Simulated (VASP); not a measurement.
Set up this calculation in VASP 6.6.1, as the native input.

- Task: single point
- Functional: LDA
- Potentials or basis: VASP PAW LDA potentials, release 64 (Zr_sv)
- Cutoff: 520 eV
- k mesh: 13 × 13 × 13
- Occupations: fermi-dirac, width 0.1 eV
- Spin: no spin polarisation
- Dipole correction: no
- Further INCAR settings: ALGO = Normal; EDIFF = 1e-06; NBANDS = 12

The structure of Zr lies in POSCAR:

```
Zr
1.0
    2.9406854202      0.0000000000      0.0000000000
    0.0000000000      2.9406854202      0.0000000000
    0.0000000000      0.0000000000      2.9406854202
Zr
1
Direct
    0.0000000000      0.0000000000      0.0000000000
```

This cell differs from its parent crystal: volume scaled by 1.12.

One way to write it, as run:

INCAR

```
  PREC = Accurate
  ENCUT = 520
  EDIFF = 1E-6
  ISMEAR = -1
  SIGMA = 0.1
  LREAL = F
  LASPH = T
  NELM = 100
  ALGO = Normal
  ISIF = 2
  LWAVE = F
  LCHARG = T
  GGA = CA
  LELF = T
  LVHAR = T
  NBANDS = 12
```

KPOINTS

```
regular mesh
0
Gamma
  13 13 13
```

Potentials or basis: VASP PAW LDA potentials, release 64 (Zr_sv).

Command:

```console
$ cat potpaw_LDA.64/Zr_sv/POTCAR > POTCAR
$ mpirun -np 1 vasp_std > vasp.out
```

Results of the run:

```
Pressure               : -6.8 GPa
Band gap on the k mesh : zero (band 6 reaches 8.16 eV, above the bottom of band 7 at 5.91 eV)
```

It took 32 s on 1 thread of AMD EPYC 7R13 Processor (Zen 3), on a shared host, peak memory 0.11 GiB.
